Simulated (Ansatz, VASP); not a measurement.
One calculation of SrCl2, two programs

```xyz
9
Lattice="3.4855 -3.4855 0.0000 3.4855 0.0000 -3.4855 10.4351 10.4351 10.4351" Properties=species:S:1:pos:R:3 pbc="T T T"
Sr    5.8093   -1.1617   -1.1617
Sr    5.8093    5.8093    5.8093
Sr    5.8093    2.3238    2.3238
Cl    7.5520    0.5810    0.5810
Cl    4.0665   -2.9045    0.5810
Cl    7.5520    4.0665    4.0665
Cl   11.0375    4.0665    4.0665
Cl   11.0375    0.5810    0.5810
Cl    4.0665    0.5810    0.5810
```

Alike in both runs: task single point; functional LDA; k mesh 5 × 5 × 2; occupations gaussian, width 0.05 eV; no spin polarisation.

|  | VASP | Ansatz |
| --- | --- | --- |
| version | VASP 6.6.1 | Ansatz 0.2.0 |
| potentials or method | VASP PAW LDA potentials, release 64 (Sr_sv, Cl), cutoff 520 eV | scalar-relativistic, plane waves, PAW |
| valence electrons in the cell | 72 | 72 |

VASP gave:

```
gap on the k mesh at the Fermi level (eV) : 4.87
least direct gap on the mesh (eV)         : 5.14
rms of the force components (eV/Å)        : 0.095
```

Task: Estimate Ansatz's values.

Result: gap on the k mesh at the Fermi level (eV): 4.86; least direct gap on the mesh (eV): 5.13; rms of the force components (eV/Å): 0.098.

LDA's correlation is that of Perdew and Zunger in VASP and of Perdew and Wang (1992) in Ansatz. Atom by atom the forces differ by 0.004 eV/Å (rms over components).
